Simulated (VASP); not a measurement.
# Ru (P6_3/mmc) in VASP: further runs, part 2 of 2

VASP 6.6.1. Earlier steps stand in the parts before.

## (3) Single point, PBEsol

This run uses another cell than the first one, of 13.31 Å³/atom.

The input, INCAR:

```
PREC = Accurate ; ENCUT = 500
EDIFF = 1E-6 ; ISMEAR = 0
SIGMA = 0.05 ; LREAL = F
LASPH = T ; NELM = 120
ALGO = Normal ; ISIF = 2
LWAVE = F ; LCHARG = F
GGA = PS ; NBANDS = 21
GGA_COMPAT = F
```

The input, KPOINTS:

```
Automatic mesh
0
Gamma
  10 10 5
```

The input, POSCAR:

```
Ru
1.0
    2.6866133379      0.0000000000      0.0000000000
   -1.3433066689      2.3266754008      0.0000000000
    0.0000000000      0.0000000000      4.2583316905
Ru
2
Direct
    0.3333333333      0.6666666667      0.2500000000
    0.6666666667      0.3333333333      0.7500000000
```

Potentials or basis: VASP PAW PBE potentials, release 64 (Ru_pv).

The run is started by

```bash
cat potpaw_PBE.64/Ru_pv/POTCAR > POTCAR
mpirun -np 1 vasp_std > vasp.out
```

OUTCAR:

```text
PREC = Accurate
   ENCUT = 500
   EDIFF = 1E-6
   ISMEAR = 0
   LREAL = F
   LASPH = T
   NELM = 120
   ISIF = 2
   GGA = PS

 ion  position               nearest neighbor table
   1  0.333  0.667  0.250-   2 2.63   2 2.63   2 2.63   2 2.63   2 2.63   2 2.63
   2  0.667  0.333  0.750-   1 2.63   1 2.63   1 2.63   1 2.63   1 2.63   1 2.63

  LATTYP: Found a hexagonal cell.
 ALAT       =     2.6866133379
 C/A-ratio  =     1.5850184433

  Lattice vectors:

 A1 = (   2.6866133379,   0.0000000000,   0.0000000000)
 A2 = (  -1.3433066689,   2.3266754008,   0.0000000000)
 A3 = (   0.0000000000,   0.0000000000,   4.2583316905)

Analysis of symmetry for initial positions (statically):
=====================================================================
 Subroutine PRICEL returns:
 Original cell was already a primitive cell.

 Routine SETGRP: Setting up the symmetry group for a
 hexagonal supercell.

 Subroutine GETGRP returns: Found 24 space group operations
 (whereof 12 operations were pure point group operations)
 out of a pool of 24 trial point group operations.

The static configuration has the point symmetry D_3d.
 The point group associated with its full space group is D_6h.

Analysis of symmetry for dynamics (positions and initial velocities):
=====================================================================
 Subroutine PRICEL returns:
 Original cell was already a primitive cell.

 Routine SETGRP: Setting up the symmetry group for a
 hexagonal supercell.

 Subroutine GETGRP returns: Found 24 space group operations
 (whereof 12 operations were pure point group operations)
 out of a pool of 24 trial point group operations.

The dynamic configuration has the point symmetry D_3d.
[... 112 lines left out ...]
   NUPDOWN=      -1.0000    fix difference up-down
   EMIN   =  10.00;   EMAX   =-10.00  energy-range for DOS
   EFERMI =   0.00;   METHOD = LEGACY
   ISMEAR =     0;   SIGMA  =   0.05  broadening in eV -4-tet -1-fermi 0-gaus
   EFERMI_NEDOS =   21; number of points for ismear=-14 and -15
   IALGO  =     38    algorithm
   IMIX   =      4    mixing-type and parameters
     AMIX     =   0.40;   BMIX     =  1.00
     AMIX_MAG =   1.60;   BMIX_MAG =  1.00
  volume/ion in A,a.u.               =      13.31        89.81
  Fermi-wavevector in a.u.,A,eV,Ry     =   1.664948  3.146296 37.716058  2.772052
  Thomas-Fermi vector in A             =   2.751403
   LORBIT       =      0    0 simple, 1 ext, 2 COOP (PROOUT), +10 PAW based schemes
   GGA     = PS    functional components
   LHFCALC =     F    Hartree Fock is set to
   AEXX    =    0.0000 exact exchange contribution
   IVDW    =     0    specifies the selected vdW correction
   LEPSILON=     F    determine dielectric tensor
   LRPA    =     F    only Hartree local field effects (RPA)
 non-spin polarized calculation
 Gauss-broadening in eV      SIGMA  =   0.05
  energy-cutoff  :      500.00
  volume of cell :       26.62
 maximum number of plane-waves:       695
 NGX is ok and might be reduce to    20
   NGX =  9   NGY =  9   NGZ = 15

 number of electron      27.9999998 magnetization

 Free energy of the ion-electron system (eV)
  ---------------------------------------------------
  ext. energy  EPLUGINS =         0.00000000
  ---------------------------------------------------
  free energy    TOTEN  =       -20.32929425 eV

  energy without entropy =      -20.32440197  energy(sigma->0) =      -20.32684811

 E-fermi :  13.1265     XC(G=0): -14.4036

 val. band max:       13.1164193605   @ k =   0.1000   0.0000   0.4000
 cond. band min:      13.1267286376   @ k =   0.1000   0.1000   0.4000
 fundamental gap:      0.0103092771
 Fermi energy:        13.1264796751

 k-point     1 :       0.0000    0.0000    0.0000
  band No.  band energies     occupation
      1     -30.6144      2.00000
      2     -29.5960      2.00000
      3     -29.5960      2.00000
      4     -29.4155      2.00000
      5     -29.4155      2.00000
      6     -29.3905      2.00000
[... 565 lines left out ...]
     20      23.3346      0.00000
     21      23.8318      0.00000

 [... further k-points ...]

------------------------ aborting loop because EDIFF is reached ----------------------------------------

  FORCE on cell =-STRESS in cart. coord.  units (eV):
  Direction    XX          YY          ZZ          XY          YZ          ZX
  --------------------------------------------------------------------------------------
  -------------------------------------------------------------------------------------
  Total        0.3251888      0.3251888     -0.5532200      0.0000000     -0.0000000     -0.0000000
  in kB       19.5733751     19.5733751    -33.2987576      0.0000000     -0.0000000     -0.0000000
  external PRESSURE =       1.9493308 kB  Pullay stress =       0.0000000 kB

 VOLUME and BASIS-vectors are now :
 -----------------------------------------------------------------------------
  energy-cutoff  :      500.00
  volume of cell :       26.62
      direct lattice vectors                 reciprocal lattice vectors
     2.686613338  0.000000000  0.000000000     0.372215825  0.214898907  0.000000000
    -1.343306669  2.326675401  0.000000000     0.000000000  0.429797814  0.000000000
     0.000000000  0.000000000  4.258331691     0.000000000  0.000000000  0.234833750

 POSITION                                       TOTAL-FORCE (eV/Angst)
 -----------------------------------------------------------------------------------
     -0.00000      1.55112      1.06458         0.000000      0.000000      0.000000
      1.34331      0.77556      3.19375        -0.000000      0.000000      0.000000
 -----------------------------------------------------------------------------------
    total drift:                               -0.000000      0.000000     -0.000000

  FREE ENERGIE OF THE ION-ELECTRON SYSTEM (eV)
  ---------------------------------------------------
  free  energy   TOTEN  =       -20.3292942456 eV

  energy  without entropy=      -20.3244019683  energy(sigma->0) =      -20.32684811
```

stdout:

```text
POSCAR found type information on POSCAR Ru
 POSCAR found :  1 types and       2 ions
 scaLAPACK will be used
 -----------------------------------------------------------------------------
|                                                                             |
|                                                                             |
|     You enforced a specific xc type in the INCAR file but a different       |
|     I HOPE YOU KNOW WHAT YOU ARE DOING!                                     |
|                                                                             |
 -----------------------------------------------------------------------------

 LDA part: xc-table for (Slater+PW92), standard interpolation
 POSCAR, INCAR and KPOINTS ok, starting setup
 FFT: planning ... GRIDC
 FFT: planning ... GRID_SOFT
 FFT: planning ... GRID
 WAVECAR not read
 entering main loop
```

It took 7.5 s on 1 thread of Intel Xeon 6975P-C (Granite Rapids), shared host; peak memory 0.14 GiB.

Results:

```yaml
Free_energy: -20.3293 eV
Pressure: 0.2 GPa
Band_gap_on_the_k_mesh: zero (bands 14 and 15 overlap by 3.16 eV)
```

Levels at points of the mesh, in eV from the Fermi level:
| k point | band 11 | band 12 | band 13 | band 14 | band 15 | band 16 | band 17 | band 18 |
| --- | --- | --- | --- | --- | --- | --- | --- | --- |
| (0.00, 0.00, 0.00) | -2.58 | -2.03 | -2.03 | -1.48 | -1.48 | 1.17 | 1.17 | 1.18 |
| (0.50, 0.00, 0.00) | -2.21 | -1.92 | -1.64 | 1.45 | 1.88 | 1.94 | 4.11 | 6.19 |

Caveat: the PAW data sets were made with another functional, which shifts forces and pressure a little.

## (4) Relaxation of cell and atoms, PBEsol

This run uses another cell than the first one, of 13.57 Å³/atom.

The input, INCAR:

```
SYSTEM = Ru
PREC = Accurate
ENCUT = 500
EDIFF = 1E-7
ISMEAR = 0
SIGMA = 0.05
LREAL = .FALSE.
LASPH = .TRUE.
NELM = 120
ALGO = Normal
ISIF = 3
LWAVE = .FALSE.
LCHARG = .FALSE.
GGA = PS
IBRION = 2
NSW = 80
EDIFFG = -0.02
GGA_COMPAT = .FALSE.
NELMIN = 4
```

The input, KPOINTS:

```
regular mesh
0
G
  9 9 5
  0 0 0
```

The input, POSCAR:

```
Ru
1.0
    2.7058000000      0.0000000000      0.0000000000
   -1.3529000000      2.3432915400      0.0000000000
    0.0000000000      0.0000000000      4.2819000000
Ru
2
Direct
    0.3333333333      0.6666666667      0.2500000000
    0.6666666667      0.3333333333      0.7500000000
```

The run is started by

```bash
cat potpaw_PBE.64/Ru_pv/POTCAR > POTCAR
mpirun -np 1 vasp_std > vasp.out
```

Wall time 28 s (1 thread of Intel Xeon 6975P-C (Granite Rapids), shared host); peak memory 0.14 GiB.

The run converged. Its results:

- Free energy: -20.3698 eV
- Relaxed volume: 13.30 Å³/atom
- Relaxed cell: a = 2.686 Å, b = 2.686 Å, c = 4.258 Å, α = 90.00°, β = 90.00°, γ = 120.00°
- Space group after relaxing (to 0.1 Å): P6_3/mmc (No. 194)
- Energy gained by relaxing: 5.6 meV/atom
- Ionic steps: 7
- Pressure after relaxing: 0.1 GPa
- Band gap on the k mesh: zero (bands 14 and 15 overlap by 3.16 eV)

The path:
```
step  energy change (eV)  largest force (eV/Å)  pressure (GPa)  volume (Å³)
   1              0.0000                0.0000           -6.59        27.15
   2              0.1079                0.0000           25.28        25.01
   3             -0.0112                0.0000           -0.17        26.63
   4             -0.0112                0.0000            0.00        26.62
   5             -0.0112                0.0000            0.14        26.61
   6             -0.0112                0.0000            0.13        26.61
   7             -0.0112                0.0000            0.11        26.61
```

Final structure:
```cif
data_structure
_symmetry_space_group_name_H-M 'P 1'
_symmetry_Int_Tables_number 1
_cell_length_a 2.6862
_cell_length_b 2.6862
_cell_length_c 4.2579
_cell_angle_alpha 90.000
_cell_angle_beta 90.000
_cell_angle_gamma 120.000
_cell_volume 26.61
loop_
_atom_site_label
_atom_site_type_symbol
_atom_site_fract_x
_atom_site_fract_y
_atom_site_fract_z
_atom_site_occupancy
Ru1 Ru 0.33333 0.66667 0.25000 1
Ru2 Ru 0.66667 0.33333 0.75000 1
```

Levels at points of the mesh, in eV from the Fermi level:
```tsv
k point	band 10	band 11	band 12	band 13	band 14	band 15	band 16	band 17	band 18
(0.00, 0.00, 0.00)	-2.80	-2.61	-2.09	-2.09	-1.51	-1.51	1.14	1.14	1.16
```

Caveat: the PAW data sets were made with another functional, which shifts forces and pressure a little.

## (5) The runs side by side

```tsv
task	cell	k mesh	gap on the mesh (eV)	pressure (GPa)
single point	a = 2.673, b = 2.673, c = 4.237 Å, angles 90.0, 90.0, 120.0°, 2 atoms	10 × 10 × 5	none	5.7
single point	a = 2.687, b = 2.687, c = 4.258 Å, angles 90.0, 90.0, 120.0°, 2 atoms	10 × 10 × 5	none	0.2
relaxation of cell and atoms	relaxed from a = 2.706, b = 2.706, c = 4.282 Å, angles 90.0, 90.0, 120.0°, 2 atoms	9 × 9 × 5	none	0.1
```

Alike in all rows: level PBEsol; potentials or basis VASP PAW PBE potentials, release 64 (Ru_pv); no spin polarisation; cutoff (eV) 500; smearing gaussian 0.05 eV.

Caveats: the PAW data sets were made with another functional, which shifts forces and pressure a little; the cell stands under pressure (at least some runs).

Absolute energies hang on the potentials; compare differences alone.
